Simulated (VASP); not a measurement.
# Zr2Si3 (P-6m2) in VASP: further runs

Zr2Si3 is run at these levels: PBE; tasks: single point.

All numbers are computed with VASP 6.6.1; they aren't measurements. Logs are shortened: lines on timing, memory, paths and dates and some standing lists are left out, and cuts for length are marked.

## 1. The cell of the first run

Symmetry: P-6m2, No. 187, hexagonal system. The conventional cell has a = 4.128 Å, b = 4.128 Å, c = 5.069 Å, α = 90.00°, β = 90.00°, γ = 120.00°. Zr (site symmetry -6m2) has 8 Si at 2.53 to 2.69 Å within 3.3 Å. Within 3.1 Å of Zr (site symmetry -6m2) lie 9 Si at 2.38 to 2.71 Å. Si (site symmetry 3m) has 5 Si at 2.49 to 2.71 Å and 6 Zr at 2.69 to 2.71 Å within 3.3 Å. Within 3.1 Å of Si (site symmetry -6m2) lie 5 Zr at 2.38 to 2.53 Å and 6 Si at 2.71 Å.

## 2. Single point, PBE

INCAR reads:

```
SYSTEM = Zr2Si3
ALGO = Normal
EDIFF = 1E-6
ENCUT = 520
GGA = PE
ISIF = 2
ISMEAR = 0
LASPH = .True.
LCHARG = .False.
LREAL = .False.
LWAVE = .False.
NBANDS = 26
NELM = 100
PREC = Accurate
SIGMA = 0.1
```

KPOINTS reads:

```
k-points
0
Gamma
  6 6 4
  0 0 0
```

POSCAR reads:

```
Zr2Si3
1.0
    4.1276553900      0.0000000000      0.0000000000
   -2.0638277000      3.5746544300      0.0000000000
    0.0000000000      0.0000000000      5.0686112500
Zr Si
2 3
Direct
    0.6666666700      0.3333333300      0.5000000000
    0.3333333300      0.6666666700      0.0000000000
    0.0000000000      0.0000000000      0.7454000100
    0.0000000000      0.0000000000      0.2545999900
    0.6666666700      0.3333333300      0.0000000000
```

Potentials or basis: VASP PAW PBE potentials, release 64 (Zr_sv, Si).

Command:

```console
> cat potpaw_PBE.64/Zr_sv/POTCAR potpaw_PBE.64/Si/POTCAR > POTCAR
> mpirun -np 1 vasp_std > vasp.out
```

OUTCAR:

```text
SYSTEM = Zr2Si3
   EDIFF = 1E-6
   ENCUT = 520
   GGA = PE
   ISIF = 2
   ISMEAR = 0
   LASPH = .True.
   LREAL = .False.
   NELM = 100
   PREC = Accurate

 ion  position               nearest neighbor table
   1  0.667  0.333  0.500-   5 2.53   5 2.53   3 2.69   4 2.69   3 2.69   4 2.69   3 2.69   4 2.69
                             2 3.48   2 3.48   2 3.48   2 3.48   2 3.48   2 3.48
   2  0.333  0.667  0.000-   5 2.38   5 2.38   5 2.38   3 2.71   4 2.71   4 2.71   3 2.71   4 2.71
                             3 2.71   1 3.48   1 3.48   1 3.48   1 3.48   1 3.48   1 3.48
   3  0.000  0.000  0.745-   4 2.49   4 2.58   1 2.69   1 2.69   1 2.69   5 2.71   2 2.71   5 2.71
                             2 2.71   5 2.71   2 2.71
   4  0.000  0.000  0.255-   3 2.49   3 2.58   1 2.69   1 2.69   1 2.69   2 2.71   5 2.71   5 2.71
                             2 2.71   5 2.71   2 2.71
   5  0.667  0.333  0.000-   2 2.38   2 2.38   2 2.38   1 2.53   1 2.53   3 2.71   4 2.71   3 2.71
                             4 2.71   3 2.71   4 2.71

  LATTYP: Found a hexagonal cell.
 ALAT       =     4.1276553900
 C/A-ratio  =     1.2279637642

  Lattice vectors:

 A1 = (   4.1276553900,   0.0000000000,   0.0000000000)
 A2 = (  -2.0638277000,   3.5746544300,   0.0000000000)
 A3 = (   0.0000000000,   0.0000000000,   5.0686112500)

Analysis of symmetry for initial positions (statically):
=====================================================================
 Subroutine PRICEL returns:
 Original cell was already a primitive cell.

 Routine SETGRP: Setting up the symmetry group for a
 hexagonal supercell.

 Subroutine GETGRP returns: Found 12 space group operations
 (whereof 12 operations were pure point group operations)
 out of a pool of 24 trial point group operations.

The static configuration has the point symmetry D_3h.

Analysis of symmetry for dynamics (positions and initial velocities):
=====================================================================
 Subroutine PRICEL returns:
 Original cell was already a primitive cell.

 Routine SETGRP: Setting up the symmetry group for a
 hexagonal supercell.

 Subroutine GETGRP returns: Found 12 space group operations
 (whereof 12 operations were pure point group operations)
 out of a pool of 24 trial point group operations.

The dynamic configuration has the point symmetry D_3h.

 Subroutine INISYM returns: Found 12 space group operations
 (whereof 12 operations are pure point group operations),
 and found     1 'primitive' translations

----------------------------------------------------------------------------------------

                                     Primitive cell

  volume of cell :      74.7871

  direct lattice vectors                    reciprocal lattice vectors
     4.127655390  0.000000000  0.000000000     0.242268287  0.139873661  0.000000000
    -2.063827700  3.574654430  0.000000000     0.000000000  0.279747321  0.000000000
     0.000000000  0.000000000  5.068611250     0.000000000  0.000000000  0.197292700

  length of vectors
     4.127655390  4.127655396  5.068611250     0.279747321  0.279747321  0.197292700

  position of ions in fractional coordinates (direct lattice)
     0.666666670  0.333333330  0.500000000
     0.333333330  0.666666670  0.000000000
     0.000000000  0.000000000  0.745400010
     0.000000000  0.000000000  0.254599990
     0.666666670  0.333333330  0.000000000

  ion indices of the primitive-cell ions
   primitive index   ion index
                 1           1
                 2           2
                 3           3
                 4           4
                 5           5

----------------------------------------------------------------------------------------

 KPOINTS: k-points

Automatic generation of k-mesh.
 Grid dimensions read from file:
 generate k-points for:    6    6    4

 Generating k-lattice:

  Cartesian coordinates                     Fractional coordinates (reciprocal lattice)
     0.040378048  0.023312277  0.000000000     0.166666667 -0.000000000  0.000000000
     0.000000000  0.046624553  0.000000000     0.000000000  0.166666667  0.000000000
     0.000000000  0.000000000  0.049323175     0.000000000  0.000000000  0.250000000

  Length of vectors
     0.046624554  0.046624553  0.049323175

  Shift w.r.t. Gamma in fractional coordinates (k-lattice)
     0.000000000  0.000000000  0.000000000

 Subroutine IBZKPT returns following result:
 ===========================================

 Found     21 irreducible k-points:

 Following reciprocal coordinates:
            Coordinates               Weight
  0.000000  0.000000  0.000000      1.000000
  0.166667  0.000000  0.000000      6.000000
  0.333333  0.000000  0.000000      6.000000
  0.500000 -0.000000  0.000000      3.000000
  0.166667  0.166667  0.000000      6.000000
  0.333333  0.166667  0.000000     12.000000
[... 13 lines left out ...]
  0.333333  0.166667  0.500000     12.000000
  0.333333  0.333333  0.500000      2.000000
   k-points           NKPTS =     21   k-points in BZ     NKDIM =     21   number of bands    NBANDS=     26
   number of dos      NEDOS =    301   number of ions     NIONS =      5
   total plane-waves  NPLWV =  40960
   dimension x,y,z NGX =    32 NGY =   32 NGZ =   40
   dimension x,y,z NGXF=    64 NGYF=   64 NGZF=   80
   ions per type =               2   3
   NGX,Y,Z   is equivalent  to a cutoff of  12.89, 12.89, 13.12 a.u.
   NGXF,Y,Z  is equivalent  to a cutoff of  25.78, 25.78, 26.24 a.u.
 SYSTEM =  Zr2Si3
   PREC   = accura    normal or accurate (medium, high low for compatibility)
   ISTART =      0    job   : 0-new  1-cont  2-samecut
   ICHARG =      2    charge: 1-file 2-atom 10-const
   ISPIN  =      1    spin polarized calculation?
   LNONCOLLINEAR =      F non collinear calculations
   LSORBIT =      F    spin-orbit coupling
   LASPH  =      T    aspherical Exc in radial PAW
   ENCUT  =  520.0 eV  38.22 Ry    6.18 a.u.   7.67  7.67  9.42*2*pi/ulx,y,z
   NELM   =    100;   NELMIN=  2; NELMDL= -5     # of ELM steps
   EDIFF  = 0.1E-05   stopping-criterion for ELM
   LREAL  =      F    real-space projection
   EDIFFG = 0.1E-04   stopping-criterion for IOM
   NSW    =      0    number of steps for IOM
   IBRION =     -1    ionic relax: 0-MD 1-quasi-New 2-CG
   NFREE  =      0    steps in history (QN), initial steepest desc. (CG)
   ISIF   =      2    stress and relaxation
   ISYM   =      2    0-nonsym 1-usesym 2-fastsym
   POTIM  = 0.5000    time-step for ionic-motion
   TEBEG  =    0.0;   TEEND  =   0.0 temperature during run
   PSTRESS=    0.0 pullay stress
   NELECT =      36.0000    total number of electrons
   NUPDOWN=      -1.0000    fix difference up-down
   EMIN   =  10.00;   EMAX   =-10.00  energy-range for DOS
   EFERMI =   0.00;   METHOD = LEGACY
   ISMEAR =     0;   SIGMA  =   0.10  broadening in eV -4-tet -1-fermi 0-gaus
   EFERMI_NEDOS =   21; number of points for ismear=-14 and -15
   IALGO  =     38    algorithm
   IMIX   =      4    mixing-type and parameters
     AMIX     =   0.40;   BMIX     =  1.00
     AMIX_MAG =   1.60;   BMIX_MAG =  1.00
  volume/ion in A,a.u.               =      14.96       100.94
  Fermi-wavevector in a.u.,A,eV,Ry     =   1.283020  2.424557 22.397107  1.646141
  Thomas-Fermi vector in A             =   2.415298
   LORBIT       =      0    0 simple, 1 ext, 2 COOP (PROOUT), +10 PAW based schemes
   GGA     = PE    functional components
   LHFCALC =     F    Hartree Fock is set to
   AEXX    =    0.0000 exact exchange contribution
   IVDW    =     0    specifies the selected vdW correction
   LEPSILON=     F    determine dielectric tensor
   LRPA    =     F    only Hartree local field effects (RPA)
 non-spin polarized calculation
 Gauss-broadening in eV      SIGMA  =   0.10
  energy-cutoff  :      520.00
  volume of cell :       74.79
 maximum number of plane-waves:      2046
 NGX is ok and might be reduce to    32
   NGX = 15   NGY = 15   NGZ = 19

 number of electron      36.0000000 magnetization

 Free energy of the ion-electron system (eV)
  ---------------------------------------------------
  ext. energy  EPLUGINS =         0.00000000
  ---------------------------------------------------
  free energy    TOTEN  =       -32.93450861 eV

  energy without entropy =      -32.91762245  energy(sigma->0) =      -32.92606553

 E-fermi :  11.5790     XC(G=0): -11.8511

 val. band max:       11.5399598492   @ k =   0.3333   0.0000   0.0000
 cond. band min:      11.5950556391   @ k =   0.1667   0.1667   0.2500
 fundamental gap:      0.0550957899
 Fermi energy:        11.5790102242

 k-point     1 :       0.0000    0.0000    0.0000
  band No.  band energies     occupation
      1     -37.0104      2.00000
      2     -36.1046      2.00000
      3     -15.3506      2.00000
      4     -15.1553      2.00000
      5     -15.1553      2.00000
      6     -14.5140      2.00000
[... 18 lines left out ...]
     25      15.9161      0.00000
     26      18.2388      0.00000

 k-point     2 :       0.1667    0.0000    0.0000
  band No.  band energies     occupation
      1     -37.0091      2.00000
      2     -36.1032      2.00000
      3     -15.3364      2.00000
      4     -15.1789      2.00000
      5     -15.1634      2.00000
      6     -14.5579      2.00000
[... 18 lines left out ...]
     25      15.2636      0.00000
     26      17.4637      0.00000

 k-point     3 :       0.3333    0.0000    0.0000
  band No.  band energies     occupation
      1     -37.0064      2.00000
      2     -36.1002      2.00000
      3     -15.3075      2.00000
      4     -15.2275      2.00000
      5     -15.1796      2.00000
      6     -14.6414      2.00000
[... 485 lines left out ...]
 k-point    20 :       0.3333    0.1667    0.5000
  band No.  band energies     occupation
      1     -37.0046      2.00000
      2     -36.0988      2.00000
      3     -15.3648      2.00000
      4     -15.2508      2.00000
      5     -15.1863      2.00000
      6     -14.6187      2.00000
[... 18 lines left out ...]
     25      16.1586      0.00000
     26      17.1238      0.00000

 k-point    21 :       0.3333    0.3333    0.5000
  band No.  band energies     occupation
      1     -37.0041      2.00000
      2     -36.0979      2.00000
      3     -15.3675      2.00000
      4     -15.2290      2.00000
      5     -15.2255      2.00000
      6     -14.6335      2.00000
[... 18 lines left out ...]
     25      17.1965      0.00000
     26      17.2694      0.00000

------------------------ aborting loop because EDIFF is reached ----------------------------------------

  FORCE on cell =-STRESS in cart. coord.  units (eV):
  Direction    XX          YY          ZZ          XY          YZ          ZX
  --------------------------------------------------------------------------------------
  -------------------------------------------------------------------------------------
  Total       17.7484839     17.7484840     11.9556663     -0.0000000     -0.0000000      0.0000000
  in kB      380.2291116    380.2291125    256.1284894     -0.0000005     -0.0000000      0.0000000
  external PRESSURE =     338.8622379 kB  Pullay stress =       0.0000000 kB

 VOLUME and BASIS-vectors are now :
 -----------------------------------------------------------------------------
  energy-cutoff  :      520.00
  volume of cell :       74.79
      direct lattice vectors                 reciprocal lattice vectors
     4.127655390  0.000000000  0.000000000     0.242268287  0.139873661  0.000000000
    -2.063827700  3.574654430  0.000000000     0.000000000  0.279747321  0.000000000
     0.000000000  0.000000000  5.068611250     0.000000000  0.000000000  0.197292700

 POSITION                                       TOTAL-FORCE (eV/Angst)
 -----------------------------------------------------------------------------------
      2.06383      1.19155      2.53431         0.000000      0.000000      0.000000
     -0.00000      2.38310      0.00000        -0.000000     -0.000000      0.000000
      0.00000      0.00000      3.77814        -0.000000      0.000000      0.121797
      0.00000      0.00000      1.29047        -0.000000     -0.000000     -0.121797
      2.06383      1.19155      0.00000         0.000000     -0.000000      0.000000
 -----------------------------------------------------------------------------------
    total drift:                               -0.000002      0.000001     -0.000000

  FREE ENERGIE OF THE ION-ELECTRON SYSTEM (eV)
  ---------------------------------------------------
  free  energy   TOTEN  =       -32.9345086095 eV

  energy  without entropy=      -32.9176224535  energy(sigma->0) =      -32.92606553
```

It took 20 s on 1 thread of Intel Xeon 6975P-C (Granite Rapids), shared host; peak memory 0.2 GiB.

Results:

```yaml
Free_energy: -32.9345 eV
Pressure: 33.9 GPa
Largest_force: 0.122 eV/Å
Band_gap_on_the_k_mesh: zero (band 18 reaches 12.58 eV, above the bottom of band 19 at 11.09 eV)
```

Forces in eV/Å, atoms in the order of the input:
```
Zr   0.000  0.000  0.000
Zr   0.000  0.000  0.000
Si   0.000  0.000  0.122
Si   0.000  0.000 -0.122
Si   0.000  0.000  0.000
```

Levels at points of the mesh, in eV from the Fermi level:
```
           k point  band 15  band 16  band 17  band 18  band 19  band 20  band 21  band 22
(0.00, 0.00, 0.00)    -1.65    -1.65    -1.32    -1.32    -0.35    -0.35     0.93     2.85
(0.50, 0.00, 0.00)    -3.29    -3.24    -0.64    -0.43     1.08     1.72     2.28     2.59
(0.00, 0.00, 0.50)    -3.03    -2.90    -0.84     1.00     1.00     1.26     1.26     2.71
(0.50, 0.00, 0.50)    -2.65    -2.65    -0.51    -0.15     0.32     1.08     1.56     1.59
```

## 3. Single point, PBE

This run uses another cell than the first one, of 18.38 Å³/atom, 1.229 times its volume.

INCAR reads:

```
SYSTEM = Zr2Si3
ALGO = Normal
EDIFF = 1E-6
ENCUT = 520
GGA = PE
ISIF = 2
ISMEAR = 0
LASPH = .TRUE.
LCHARG = .FALSE.
LREAL = .FALSE.
LWAVE = .FALSE.
NBANDS = 26
NELM = 60
PREC = Accurate
SIGMA = 0.1
```

KPOINTS reads:

```
k-points
0
G
  6 6 4
  0 0 0
```

POSCAR reads:

```
Zr2Si3
1.0
    4.4925218612      0.0000000031      0.0000000000
   -2.2462609333      3.8906380573      0.0000000000
    0.0000000000      0.0000000000      5.2572136247
Zr Si
2 3
Direct
    0.6666666667      0.3333333333      0.5000000000
    0.3333333333      0.6666666667      0.0000000000
    0.0000000000      0.0000000000      0.7496825723
    0.0000000000      0.0000000000      0.2503174277
    0.6666666667      0.3333333333      0.0000000000
```

Potentials or basis: VASP PAW PBE potentials, release 64 (Zr_sv, Si).

Command:

```console
> cat potpaw_PBE.64/Zr_sv/POTCAR potpaw_PBE.64/Si/POTCAR > POTCAR
> mpirun -np 1 vasp_std > vasp.out
```

Wall time 23 s (1 thread of Intel Xeon 6975P-C (Granite Rapids), shared host); peak memory 0.23 GiB.

Results (log left out):

* Free energy: -34.5648 eV
* Pressure: 0.1 GPa
* Largest force: 0.040 eV/Å
* Band gap on the k mesh: zero (band 18 reaches 9.98 eV, above the bottom of band 19 at 8.87 eV)

Forces on the atoms (eV/Å):
```
Zr   0.000  0.000  0.000
Zr   0.000  0.000  0.000
Si   0.000  0.000  0.040
Si   0.000  0.000 -0.040
Si   0.000  0.000  0.000
```

Stress tensor (GPa, compression positive):
```
 0.20  0.00  0.00
 0.00  0.20  0.00
 0.00  0.00 -0.23
```

Levels at points of the mesh, in eV from the Fermi level:
```
           k point  band 15  band 16  band 17  band 18  band 19  band 20  band 21  band 22
(0.00, 0.00, 0.00)    -1.27    -1.27    -0.85    -0.85    -0.08    -0.08     0.86     1.94
(0.50, 0.00, 0.00)    -2.72    -2.42    -0.62    -0.36     0.67     1.44     1.70     2.31
(0.00, 0.00, 0.50)    -2.45    -2.45    -0.42     0.96     0.96     1.03     1.03     2.16
(0.50, 0.00, 0.50)    -2.23    -2.05    -0.26    -0.07     0.45     0.89     1.33     1.52
```
